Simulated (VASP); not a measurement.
Li2Se, 3 atoms in the cell. The structure is cubic, space group Fm-3m (No. 225). The conventional cell has a = 6.025 Å, b = 6.025 Å, c = 6.025 Å, α = 90.00°, β = 90.00°, γ = 90.00°. Li (site symmetry -43m) has 4 Se at 2.61 Å and 6 Li at 3.01 Å within 3.4 Å. Within 3.4 Å of Se (site symmetry m-3m) lie 8 Li at 2.61 Å.  This cell differs from its parent crystal: volume scaled by 1.01.

| Quantity | Value |
| --- | --- |
| Program | VASP 6.6.1 |
| Task | single point |
| Functional | LDA |
| Potentials or basis | VASP PAW LDA potentials, release 64 (Li_sv, Se) |
| Cutoff | 750 eV |
| k mesh | 9 × 9 × 9 |
| Occupations | fermi-dirac, width 0.03 eV |
| Spin | no spin polarisation |
| Dipole correction | no |
| Further INCAR settings | ALGO = Normal; EDIFF = 1e-06; NBANDS = 13 |

Potentials or basis: VASP PAW LDA potentials, release 64 (Li_sv, Se).

Command:

```bash
$ cat potpaw_LDA.64/Li_sv/POTCAR potpaw_LDA.64/Se/POTCAR > POTCAR
$ mpirun -np 1 vasp_std > vasp.out
```

Hardware: 1 thread of Intel(R) Xeon(R) 6975P-C (Granite Rapids) (shared host).

Q: How long does it take, and how much memory?

A: It took 24 s on 1 thread of Intel(R) Xeon(R) 6975P-C (Granite Rapids), on a shared host, peak memory 0.2 GiB. Counts: scf iterations 12, k points 35.
